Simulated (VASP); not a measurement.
Al2P: relaxation of cell and atoms with PBE

The system is Al2P.

```
Al P
1.0
     2.76760    0.00000    0.00000
     0.00000    3.88384    0.00000
     0.00000    0.00000    5.81829
Al P
2 1
Direct
  0.50000 0.00000 0.19718
  0.50000 0.00000 0.80282
  0.50000 0.50000 0.50000
```

The cell was built from a structure type or drawn by symmetry, and may not be a known phase.

```yaml
Program: VASP 6.6.1
Task: relaxation of cell and atoms
Functional: PBE
Potentials_or_basis: VASP PAW PBE potentials, release 64 (Al, P)
Cutoff: 600 eV
k_mesh: 6 × 4 × 4
Occupations: gaussian, width 0.1 eV
Spin: no spin polarisation
Dipole_correction: no
Further_INCAR_settings: ALGO = Normal; EDIFF = 1e-06; IBRION = 2; EDIFFG = -0.04; NSW = 90; ISIF = 3
```

The relaxed volume is 20.48 Å³/atom and the relaxed cell is a = 2.623 Å, b = 3.887 Å, c = 6.025 Å, α = 90.00°, β = 90.00°, γ = 90.00°. The space group after relaxing (to 0.1 Å) is Pmmm (No. 47), the energy gained by relaxing is 230.3 meV/atom and the ionic steps are 14. The pressure after relaxing is 0.1 GPa. The largest force after relaxing is 0.018 eV/Å. The band gap on the k mesh is zero (an odd number of electrons rules out a gap without spin polarisation).

Forces in eV/Å, atoms in the order of the input:
```
Al   0.000  0.000  0.018
Al   0.000  0.000 -0.018
P    0.000  0.000  0.000
```

Step by step:
| step | energy change (eV) | largest force (eV/Å) | pressure (GPa) | volume (Å³) |
| --- | --- | --- | --- | --- |
| 1 | 0.0000 | 3.2220 | -0.24 | 62.54 |
| 2 | -0.6599 | 0.1466 | -1.27 | 61.97 |
| 3 | -0.6600 | 0.1663 | -1.33 | 61.98 |
| 4 | -0.6716 | 0.0096 | 0.42 | 60.45 |
| 5 | -0.6716 | 0.0067 | 0.45 | 60.42 |
| 6 | -0.6754 | 0.0324 | 0.30 | 60.65 |
| 7 | -0.6841 | 0.1491 | -0.03 | 61.24 |
| 8 | -0.6624 | 0.1682 | -0.82 | 62.32 |
| 9 | -0.6853 | 0.1574 | -0.18 | 61.45 |
| 10 | -0.6875 | 0.1401 | -0.17 | 61.52 |
| 11 | -0.6878 | 0.1283 | -0.18 | 61.56 |
| 12 | -0.6892 | 0.0986 | -0.04 | 61.46 |
| 13 | -0.6905 | 0.0381 | 0.26 | 61.25 |
| 14 | -0.6908 | 0.0182 | 0.10 | 61.43 |

Final structure:
```cif
data_structure
_symmetry_space_group_name_H-M 'P 1'
_symmetry_Int_Tables_number 1
_cell_length_a 2.6232
_cell_length_b 3.8868
_cell_length_c 6.0245
_cell_angle_alpha 90.000
_cell_angle_beta 90.000
_cell_angle_gamma 90.000
_cell_volume 61.43
loop_
_atom_site_label
_atom_site_type_symbol
_atom_site_fract_x
_atom_site_fract_y
_atom_site_fract_z
_atom_site_occupancy
Al1 Al 0.50000 0.00000 0.22986 1
Al2 Al 0.50000 0.00000 0.77014 1
P1 P 0.50000 0.50000 0.50000 1
```

Levels at points of the mesh, in eV from the Fermi level:
| k point | band 2 | band 3 | band 4 | band 5 | band 6 | band 7 | band 8 | band 9 |
| --- | --- | --- | --- | --- | --- | --- | --- | --- |
| (0.00, 0.00, 0.00) | -6.77 | -6.32 | -3.71 | -0.94 | 1.08 | 2.25 | 3.51 | 4.29 |
| (0.50, 0.00, 0.00) | -6.11 | -2.85 | -1.34 | -1.08 | -1.07 | -0.84 | 3.50 | 4.80 |
| (0.00, 0.50, 0.00) | -8.56 | -4.74 | -4.25 | -4.24 | -1.25 | 5.46 | 5.47 | 6.39 |
| (0.50, 0.50, 0.00) | -5.11 | -4.59 | -2.50 | -1.79 | 0.01 | 0.26 | 1.43 | 2.64 |
| (0.00, 0.00, 0.50) | -8.13 | -3.65 | -3.18 | -2.75 | 0.80 | 1.13 | 3.08 | 5.09 |
| (0.50, 0.00, 0.50) | -6.01 | -3.71 | -2.41 | -1.04 | 0.66 | 0.95 | 2.86 | 4.66 |
| (0.00, 0.50, 0.50) | -8.15 | -6.53 | -5.20 | 0.22 | 0.45 | 1.40 | 1.95 | 5.48 |
| (0.50, 0.50, 0.50) | -5.09 | -4.42 | -2.05 | -1.72 | -1.48 | -1.29 | 2.39 | 4.33 |

It took 2 min on 1 thread of AMD EPYC 7R13 Processor (Zen 3) (shared host), peak memory 0.16 GiB.

Caveat: the k points lie up to 0.40 Å⁻¹ apart in the final cell, too coarse for converged energies and pressures of a metal.
